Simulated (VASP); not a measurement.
Here is a VASP 6.6.1 calculation.

The input INCAR:

```
SYSTEM = TaN
ALGO = Normal ; EDIFF = 1E-6
ENCUT = 520 ; GGA = PE
ISIF = 2 ; ISMEAR = 0
LASPH = .TRUE. ; LCHARG = .FALSE.
LREAL = .FALSE. ; LWAVE = .FALSE.
NBANDS = 15 ; NELM = 60
PREC = Accurate ; SIGMA = 0.15
```

The input KPOINTS:

```
k-points
0
G
  18 18 18
  0 0 0
```

POSCAR

```
TaN
1.0
   -0.3312168385      2.2081122570      2.2081122570
    1.8768954184      0.0000000000      1.8768954184
    2.2081122570      2.2081122570     -0.3312168385
Ta N
1 1
Direct
    0.5000000000      0.5000000000      0.5000000000
    0.0000000000      0.0000000000      0.0000000000
```

Potentials or basis: VASP PAW PBE potentials, release 64 (Ta_pv, N).

Run with:

```sh
$ cat potpaw_PBE.64/Ta_pv/POTCAR potpaw_PBE.64/N/POTCAR > POTCAR
$ mpirun -np 1 vasp_std > vasp.out
```

Problem. Estimate the band gap on the k mesh.

Solution. Zero (bands 8 and 9 overlap by 3.88 eV).

Problem. What does it give for the pressure?

Solution. 10.8 GPa.

Stress tensor (GPa, compression positive):
```
19.69  0.00 29.19
 0.00 -6.92  0.00
29.19  0.00 19.69
```

Caveat: the cell differs from its parent crystal (engineering shear strain xz -0.3000, normal strain along z +0.0000); the stress differs along the axes, from -7 to 20 GPa; spin-orbit coupling is left out, which moves the levels of the heavy elements.
